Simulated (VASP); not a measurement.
Input of a VASP 6.6.1 run:

Contents of POSCAR:

```
SiGeO4
1.0
    0.0000000000      4.2915393165      0.0000000000
    4.2915393165      0.0000000000      0.0000000000
    2.1457696583      2.1457696583     -5.5121022642
Ge Si O
2 2 8
Direct
    0.0000000000      0.0000000000      0.0000000000
    0.7500000000      0.2500000000      0.5000000000
    0.5000000000      0.5000000000      0.0000000000
    0.2500000000      0.7500000000      0.5000000000
    0.3506126594      0.3146136825      0.8608426267
    0.0646136825      0.0385447139      0.3608426267
    0.7885447139      0.8245436909      0.8608426267
    0.5745436909      0.6006126594      0.3608426267
    0.3993873406      0.9353863175      0.6391573733
    0.6853863175      0.2114552861      0.1391573733
    0.9614552861      0.4254563091      0.6391573733
    0.1754563091      0.6493873406      0.1391573733
```

Contents of INCAR.step1:

```
SYSTEM = SiGeO4
PREC = Accurate ; ENCUT = 520
ISMEAR = -1 ; SIGMA = 0.1
LREAL = .False. ; LASPH = .True.
NELM = 80 ; NBANDS = 54
GGA = PE ; ALGO = Normal
EDIFF = 1E-4 ; LWAVE = .True.
LCHARG = .False.
```

File INCAR.step2:

```
SYSTEM = SiGeO4
PREC = Accurate ; ENCUT = 520
EDIFF = 1E-6 ; ISMEAR = -1
SIGMA = 0.1 ; LREAL = .False.
LASPH = .True. ; NELM = 80
ALGO = Normal ; ISIF = 2
LWAVE = .False. ; LCHARG = .False.
METAGGA = R2SCAN ; LMIXTAU = .True.
NBANDS = 54 ; ISTART = 1
```

Contents of KPOINTS:

```
Automatic mesh
0
Gamma
  4 4 4
  0 0 0
```

Potentials or basis: VASP PAW PBE potentials, release 64 (Ge_d, Si, O).

The run is started by

```bash
$ cat potpaw_PBE.64/Ge_d/POTCAR potpaw_PBE.64/Si/POTCAR potpaw_PBE.64/O/POTCAR > POTCAR
$ cp INCAR.step1 INCAR
$ mpirun -np 1 vasp_std > vasp.out
$ cp INCAR.step2 INCAR
$ mpirun -np 1 vasp_std > vasp.out
```

Task: Estimate the band gap on the k mesh.

Result: 4.53 eV, indirect (least direct gap 4.62 eV).

Task: What does it give for the largest force?

Result: 0.089 eV/Å.

Task: Predict the pressure.

Result: 20.9 GPa.

Forces in eV/Å, atoms in the order of the input:
```
Ge   0.000  0.000  0.000
Ge   0.000  0.000  0.000
Si   0.000  0.000  0.000
Si   0.000  0.000  0.000
O    0.031  0.045  0.070
O   -0.045  0.031  0.070
O   -0.031 -0.045  0.070
O    0.045 -0.031  0.070
O   -0.031 -0.045 -0.070
O    0.045 -0.031 -0.070
O    0.031  0.045 -0.070
O   -0.045  0.031 -0.070
```

Caveat: the PAW data sets were made with another functional, which shifts forces and pressure a little. A k mesh can miss the band edges.
